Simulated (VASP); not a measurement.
Set up this calculation in VASP 6.6.1, as the native input.

```yaml
Task: single point
Functional: PBEsol
Potentials_or_basis: VASP PAW PBE potentials, release 64 (Ga_d, N)
Cutoff: 520 eV
k_mesh: 10 × 10 × 10
Occupations: fermi-dirac, width 0.02 eV
Spin: no spin polarisation
Dipole_correction: no
Further_INCAR_settings: ALGO = Normal; EDIFF = 1e-06; NBANDS = 16
```

The structure of GaN lies in POSCAR:

```
GaN
1.0
    0.0000000000      2.0056957488      2.0056957488
    2.0056957488      0.0000000000      2.0056957488
    2.0056957488      2.0056957488      0.0000000000
Ga N
1 1
Direct
    0.5000000000      0.5000000000      0.5000000000
    0.0000000000      0.0000000000      0.0000000000
```

This cell differs from its parent crystal: volume scaled by 1.02.

One way to write it, as run:

INCAR

```
SYSTEM = GaN
PREC     = Accurate       ! precision mode
ENCUT    = 520            ! plane-wave cutoff, eV
EDIFF    = 1E-6           ! SCF threshold, eV
ISMEAR   = -1             ! smearing method
SIGMA    = 0.02           ! smearing width, eV
LREAL    = .FALSE.        ! projectors in reciprocal space
LASPH    = .TRUE.         ! aspherical terms in the spheres
NELM     = 100            ! most SCF steps
ALGO     = Normal         ! electronic algorithm
ISIF     = 2              ! what is computed and relaxed
LWAVE    = .FALSE.        ! write WAVECAR
LCHARG   = .FALSE.        ! write CHGCAR
GGA      = PS             ! functional
NBANDS   = 16             ! bands
```

KPOINTS

```
regular mesh
0
G
  10 10 10
  0 0 0
```

Potentials or basis: VASP PAW PBE potentials, release 64 (Ga_d, N).

Run with:

```bash
$ cat potpaw_PBE.64/Ga_d/POTCAR potpaw_PBE.64/N/POTCAR > POTCAR
$ mpirun -np 1 vasp_std > vasp.out
```

Results of the run:

- Pressure: 50.3 GPa
- Band gap on the k mesh: 1.58 eV, indirect (least direct gap 4.92 eV)

Caveat: the PAW data sets were made with another functional, which shifts forces and pressure a little.

Wall time 8.7 s on 1 thread of Intel(R) Xeon(R) Platinum 8488C (Sapphire Rapids) (shared host), peak memory 0.14 GiB.
